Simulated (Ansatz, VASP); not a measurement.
## AlN in VASP and in Ansatz

```
CELL_PARAMETERS angstrom
2.88400 0.00000 0.00000
-1.44200 2.49762 0.00000
0.00000 0.00000 4.93145
ATOMIC_POSITIONS crystal
Al 0.00000 0.00000 0.00000
Al 0.00000 0.00000 0.50000
N 0.33333 0.66667 0.25000
N 0.66667 0.33333 0.75000
```

Alike in both runs: task single point; functional PBE; k mesh 9 × 9 × 4; no spin polarisation.

```csv
,VASP,Ansatz
version,VASP 6.6.1,Ansatz 0.2.0
potentials or method,"VASP PAW PBE potentials, release 64 (Al, N)","plane waves, PAW"
plane-wave cutoff (eV),520,420
occupations,"gaussian, width 0.01 eV",fixed
valence electrons in the cell,16,16
```

Ansatz gave:

```
gap on the k mesh at the Fermi level (eV)                     : 4.42
pressure (GPa)                                                : -6.7
traceless stress, the component that is largest in VASP (GPa) : -0.76
```

Q: What did VASP give for the same quantities?

A: gap on the k mesh at the Fermi level (eV): 4.42; pressure (GPa): -7.0; traceless stress, the component that is largest in VASP (GPa): -0.86.
